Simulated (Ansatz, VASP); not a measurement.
# One calculation of Cd, two programs

INCAR

```
SYSTEM = Cd
ALGO = Normal
EDIFF = 1E-7
ENCUT = 520
GGA = PS
ISIF = 2
ISMEAR = -1
LASPH = .TRUE.
LCHARG = .TRUE.
LELF = .TRUE.
LREAL = .FALSE.
LVHAR = .TRUE.
LWAVE = .FALSE.
NBANDS = 32
NELM = 100
PREC = Accurate
SIGMA = 0.05
```

File KPOINTS:

```
k-points
0
G
  10 10 3
  0 0 0
```

POSCAR

```
Cd
1.0
    3.1135521260      0.0000000000      0.0000000000
   -1.5567760630      2.6964152371      0.0000000000
    0.0000000000      0.0000000000     10.4998167014
Cd
4
Direct
    0.6666666667      0.3333333333      0.7500000000
    0.0000000000      0.0000000000      0.5000000000
    0.3333333333      0.6666666667      0.2500000000
    0.0000000000      0.0000000000      0.0000000000
```

File input.yaml:

```yaml
crystal:
  lattice:
    - [3.113552126, 0.0, 0.0]
    - [-1.556776063, 2.6964152371, 0.0]
    - [0.0, 0.0, 10.4998167014]
  atoms:
    - { symbol: Cd, position: [0.6666666667, 0.3333333333, 0.75] }
    - { symbol: Cd, position: [0.0, 0.0, 0.5] }
    - { symbol: Cd, position: [0.3333333333, 0.6666666667, 0.25] }
    - { symbol: Cd, position: [0.0, 0.0, 0.0] }
kpoints:
  mp_grid: { grid: [10, 10, 3] }
scf:
  occupations: { method: fermi_dirac, width: 0.05 }
hamiltonian:
  xc: pbesol
  pseudopotentials: { kind: all_electron, lapw: { basis_error: 0.001 } }
output:
  forces: true
  stress: true
  eigenvalues: true
```

Change from the starting cell: volume scaled by 1.02.

Alike in both runs: task single point; functional PBEsol; k mesh 10 × 10 × 3; occupations fermi-dirac, width 0.05 eV; no spin polarisation.

|  | VASP | Ansatz |
| --- | --- | --- |
| version | VASP 6.6.1 | Ansatz 0.2.0 |
| potentials or method | VASP PAW PBE potentials, release 64 (Cd), cutoff 520 eV | all-electron LAPW, scalar-relativistic |

VASP gave:

- gap on the k mesh at the Fermi level (eV): none
- pressure (GPa): -2.3

Problem. What did Ansatz give for the same quantities?

Solution. gap on the k mesh at the Fermi level (eV): none; pressure (GPa): -2.6.

VASP's potentials were made for PBE, not for PBEsol. A gap of «none» marks a metal or a gap that the smearing closes. Ansatz ran all-electron here, and VASP with PAW potentials.
